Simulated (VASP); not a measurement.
# TiSi2 (Cmcm) in VASP: further runs, part 2 of 2

VASP 6.6.1.

### 3 Single point, PBEsol

This run uses another cell than the first one: it holds 6 atoms, not 12.

File INCAR:

```
ALGO = Normal
EDIFF = 1E-6
ENCUT = 520
GGA = PS
ISIF = 2
ISMEAR = 0
LASPH = True
LCHARG = False
LREAL = False
LWAVE = False
NBANDS = 29
NELM = 80
PREC = Accurate
SIGMA = 0.1
```

File KPOINTS:

```
k-points
0
Gamma
  6 6 6
```

File POSCAR:

```
TiSi2
1.0
    1.7651050250     -6.7592815350      0.0000000000
    1.7651050250      6.7592815350      0.0000000000
    0.0000000000      0.0000000000      3.5651739700
Ti Si
2 4
Direct
    0.8968819200      0.1031180800      0.7500000000
    0.1031180800      0.8968819200      0.2500000000
    0.5582514500      0.4417485500      0.7500000000
    0.4417485500      0.5582514500      0.2500000000
    0.2496851800      0.7503148200      0.7500000000
    0.7503148200      0.2496851800      0.2500000000
```

Potentials or basis: VASP PAW PBE potentials, release 64 (Ti_sv, Si).

Launch:

```sh
cat potpaw_PBE.64/Ti_sv/POTCAR potpaw_PBE.64/Si/POTCAR > POTCAR
mpirun -np 1 vasp_std > vasp.out
```

It took 3.5 min on 1 thread of Intel Xeon Platinum 8488C (Sapphire Rapids), shared host; peak memory 0.32 GiB.

Results (log left out):

```yaml
Free_energy: -43.6748 eV
Pressure: -2.1 GPa
Largest_force: 0.228 eV/Å
Band_gap_on_the_k_mesh: zero (bands 20 and 21 overlap by 1.02 eV)
```

Forces in eV/Å, atoms in the order of the input:
```
Ti   0.000 -0.039  0.000
Ti   0.000  0.039  0.000
Si   0.000 -0.228  0.000
Si   0.000  0.228  0.000
Si   0.000  0.040  0.000
Si   0.000 -0.040  0.000
```

Stress tensor (GPa, compression positive):
```
-2.00  0.00  0.00
 0.00 -2.38  0.00
 0.00  0.00 -1.80
```

Levels at points of the mesh, in eV from the Fermi level:
```
           k point  band 17  band 18  band 19  band 20  band 21  band 22  band 23  band 24
(0.00, 0.00, 0.00)    -2.17    -2.08    -2.06     0.48     0.73     0.83     0.89     1.36
(0.50, 0.00, 0.00)    -1.66    -1.46    -0.68    -0.56    -0.54     1.18     1.49     1.65
(0.50, 0.50, 0.00)    -2.55    -1.93    -1.19     0.40     0.65     0.75     0.93     1.15
(0.00, 0.00, 0.50)    -1.64    -1.64    -0.03    -0.03     0.85     0.85     1.49     1.49
(0.50, 0.00, 0.50)    -3.21    -3.21    -2.44    -2.44     1.75     1.75     1.87     1.87
(0.50, 0.50, 0.50)    -2.03    -2.03    -0.87    -0.87     0.47     0.47     1.67     1.67
```

Caveat: the PAW data sets were made with another functional, which shifts forces and pressure a little.

### 4 Single point, PBEsol (biaxial strain in the a-b plane: -2.0 %)

File INCAR:

```
PREC = Accurate
ENCUT = 520
EDIFF = 1E-7
ISMEAR = 0
SIGMA = 0.1
LREAL = F
LASPH = T
NELM = 80
ALGO = Normal
ISIF = 2
LWAVE = F
LCHARG = F
GGA = PS
NBANDS = 52
```

File KPOINTS:

```
regular mesh
0
Gamma
  10 4 10
```

File POSCAR:

```
TiSi2
1.0
    3.4467085895      0.0000000000      0.0000000000
    0.0000000000     13.0812830392      0.0000000000
    0.0000000000      0.0000000000      3.5982825595
Ti Si
4 8
Direct
    0.5000000000      0.6024827428      0.7500000000
    0.0000000000      0.8975172572      0.2500000000
    0.0000000000      0.1024827428      0.7500000000
    0.5000000000      0.3975172572      0.2500000000
    0.5000000000      0.9400136829      0.7500000000
    0.0000000000      0.5599863171      0.2500000000
    0.0000000000      0.7502801977      0.7500000000
    0.5000000000      0.7497198023      0.2500000000
    0.0000000000      0.4400136829      0.7500000000
    0.5000000000      0.0599863171      0.2500000000
    0.5000000000      0.2502801977      0.7500000000
    0.0000000000      0.2497198023      0.2500000000
```

Potentials or basis: VASP PAW PBE potentials, release 64 (Ti_sv, Si).

Launch:

```sh
cat potpaw_PBE.64/Ti_sv/POTCAR potpaw_PBE.64/Si/POTCAR > POTCAR
mpirun -np 1 vasp_std > vasp.out
```

OUTCAR:

```text
PREC = Accurate
   ENCUT = 520
   EDIFF = 1E-7
   ISMEAR = 0
   LREAL = F
   LASPH = T
   NELM = 80
   ISIF = 2
   GGA = PS

 ion  position               nearest neighbor table
   1  0.500  0.602  0.750-   6 2.55   6 2.55   6 2.55   6 2.55   7 2.59   7 2.59   8 2.64   8 2.64
                             9 2.74   9 2.74
   2  0.000  0.898  0.250-   5 2.55   5 2.55   5 2.55   5 2.55   8 2.59   8 2.59   7 2.64   7 2.64
                            10 2.74  10 2.74
   3  0.000  0.102  0.750-  10 2.55  10 2.55  10 2.55  10 2.55  11 2.59  11 2.59  12 2.64  12 2.64
[... 1579 lines left out ...]
 VOLUME and BASIS-vectors are now :
 -----------------------------------------------------------------------------
  energy-cutoff  :      520.00
  volume of cell :      162.24
      direct lattice vectors                 reciprocal lattice vectors
     3.446708590  0.000000000  0.000000000     0.290131868  0.000000000  0.000000000
     0.000000000 13.081283039  0.000000000     0.000000000  0.076445101  0.000000000
     0.000000000  0.000000000  3.598282559     0.000000000  0.000000000  0.277910360

 POSITION                                       TOTAL-FORCE (eV/Angst)
 -----------------------------------------------------------------------------------
      1.72335      7.88125      2.69871         0.000000     -0.183633      0.000000
      0.00000     11.74068      0.89957        -0.000000      0.183633      0.000000
      0.00000      1.34061      2.69871         0.000000     -0.183633      0.000000
      1.72335      5.20004      0.89957        -0.000000      0.183633      0.000000
      1.72335     12.29659      2.69871        -0.000000     -0.060928      0.000000
      0.00000      7.32534      0.89957        -0.000000      0.060928      0.000000
      0.00000      9.81463      2.69871        -0.000000      0.118676     -0.000000
      1.72335      9.80730      0.89957        -0.000000     -0.118676     -0.000000
      0.00000      5.75594      2.69871        -0.000000     -0.060928     -0.000000
      1.72335      0.78470      0.89957        -0.000000      0.060928      0.000000
      1.72335      3.27399      2.69871        -0.000000      0.118676     -0.000000
      0.00000      3.26666      0.89957        -0.000000     -0.118676     -0.000000
 -----------------------------------------------------------------------------------
    total drift:                                0.000000      0.000000     -0.000000

  FREE ENERGIE OF THE ION-ELECTRON SYSTEM (eV)
  ---------------------------------------------------
  free  energy   TOTEN  =       -87.2603164492 eV

  energy  without entropy=      -87.2431141104  energy(sigma->0) =      -87.25171528
```

Wall time 7.8 min (1 thread of Intel Xeon 6975P-C (Granite Rapids), shared host); peak memory 0.7 GiB.

What came out:

* Free energy: -87.2603 eV
* Pressure: 4.1 GPa
* Largest force: 0.184 eV/Å
* Band gap on the k mesh: zero (bands 40 and 41 overlap by 1.14 eV)

Forces in eV/Å, atoms in the order of the input:
```
Ti   0.000 -0.184  0.000
Ti   0.000  0.184  0.000
Ti   0.000 -0.184  0.000
Ti   0.000  0.184  0.000
Si   0.000 -0.061  0.000
Si   0.000  0.061  0.000
Si   0.000  0.119  0.000
Si   0.000 -0.119  0.000
Si   0.000 -0.061  0.000
Si   0.000  0.061  0.000
Si   0.000  0.119  0.000
Si   0.000 -0.119  0.000
```

Caveat: the cell differs from its parent crystal (biaxial strain in the a-b plane: -2.0 %); the cell stands under pressure; the PAW data sets were made with another functional, which shifts forces and pressure a little.

### 5 The runs side by side

| cell | k mesh | gap on the mesh (eV) | pressure (GPa) | largest force (eV/Å) |
| --- | --- | --- | --- | --- |
| a = 3.306, b = 12.547, c = 3.342 Å, 12 atoms, atomic positions A | 10 × 4 × 10 | none | 39.6 | - |
| a = 6.986, b = 6.986, c = 3.565 Å, angles 90.0, 90.0, 150.7°, 6 atoms, atomic positions B | 6 × 6 × 6 | none | -2.1 | 0.23 |
| a = 3.447, b = 13.081, c = 3.598 Å, 12 atoms, atomic positions C | 10 × 4 × 10 | none | 4.1 | 0.18 |

Alike in all rows: task single point; level PBEsol; potentials or basis VASP PAW PBE potentials, release 64 (Ti_sv, Si); no spin polarisation; cutoff (eV) 520; smearing gaussian 0.1 eV.

Caveats: the PAW data sets were made with another functional, which shifts forces and pressure a little; the cell stands under pressure (at least some runs).

Total energies depend on the potentials used, so only differences within one code and one set of settings carry meaning.
